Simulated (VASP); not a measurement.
Write the native input for VASP 6.6.1 that does the following.

| Property | Result |
| --- | --- |
| Task | single point |
| Functional | PBE |
| Potentials or basis | VASP PAW PBE potentials, release 64 (Bi_d, S) |
| Cutoff | 520 eV |
| k mesh | 4 × 4 × 2 |
| Occupations | gaussian, width 0.1 eV |
| Spin | no spin polarisation |
| Dipole correction | no |
| Further INCAR settings | ALGO = Normal; EDIFF = 1e-06; NBANDS = 50 |

The structure of BiS4 lies in POSCAR:

```
BiS4
1.0
    4.4672389398      0.3589989006     -0.0936656474
    0.5507849521      5.6559023187     -0.1610083097
    0.3323649670     -0.2974173211     12.0660406084
Bi S
2 8
Direct
    0.7409881289      0.8904238659      0.0376292811
    0.1695940908      0.0339325057      0.5456490169
    0.9112026991      0.6592419295      0.7580522597
    0.6921764993      0.2358703557      0.4304390277
    0.4117221469      0.4198814376      0.5572509269
    0.1388800589     -0.0354000544      0.1958204424
    0.1640976520      0.6548254428      0.9023393115
    0.3448238168      0.6380312940      0.2461607399
    0.7796364630      1.0087422283      0.7109661872
    0.6468784445      0.4944509949      0.1156928070
```

These files were run (other wordings do the same):

INCAR

```
ALGO = Normal ; EDIFF = 1E-6
ENCUT = 520 ; GGA = PE
ISIF = 2 ; ISMEAR = 0
LASPH = True ; LCHARG = True
LELF = True ; LREAL = False
LVHAR = True ; LWAVE = False
NBANDS = 50 ; NELM = 100
PREC = Accurate ; SIGMA = 0.1
```

KPOINTS

```
k-points
0
Gamma
  4 4 2
```

Potentials or basis: VASP PAW PBE potentials, release 64 (Bi_d, S).

Command:

```bash
$ cat potpaw_PBE.64/Bi_d/POTCAR potpaw_PBE.64/S/POTCAR > POTCAR
$ mpirun -np 1 vasp_std > vasp.out
```

It gave:

* Pressure: -0.2 GPa
* Largest force: 0.138 eV/Å
* Band gap on the k mesh: 1.24 eV (least direct gap 1.50 eV)

Caveat: spin-orbit coupling is left out, which moves the levels of the heavy elements.

Wall time 3.2 min on 1 thread of Intel(R) Xeon(R) 6975P-C (Granite Rapids) (shared host), peak memory 0.46 GiB.
